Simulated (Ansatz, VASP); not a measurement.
## Two plane-wave programs on Al3GaAs4

```
Al Ga As
1.0
     6.65489   -2.00817   -0.00204
     6.65489    2.00817   -0.00204
    -1.21208    0.00000    6.84166
Al Ga As
3 1 4
Direct
  0.00024 0.00024 0.00024
  0.50023 0.50023 0.49981
  0.24963 0.24963 0.75035
  0.75000 0.75000 0.24989
  0.56238 0.56238 0.18727
  0.06222 0.06222 0.68735
  0.81261 0.81261 0.93712
  0.31269 0.31269 0.43798
```

Alike in both runs: task single point; functional PBE; k mesh 6 × 6 × 4; non-collinear spin, spin-orbit coupling.

|  | VASP | Ansatz |
| --- | --- | --- |
| version | VASP 6.6.1 | Ansatz 0.2.0 |
| potentials or method | VASP PAW PBE potentials, release 64 (Al, Ga_d, As) | plane waves, PAW |
| plane-wave cutoff (eV) | 500 | 420 |
| occupations | gaussian, width 0.01 eV | fixed |
| valence electrons in the cell | 42 | 82 |

```csv
,VASP,Ansatz,Ansatz less VASP
pressure (GPa),2.3,2.1,-0.18
rms of the force components (eV/Å),0.020,0.019,-0.0011
```

Atom by atom the forces differ by 0.001 eV/Å (rms over components). VASP's potentials hold 42 valence electrons a cell and Ansatz's 82, so a difference there can come from the potentials and not from the codes.
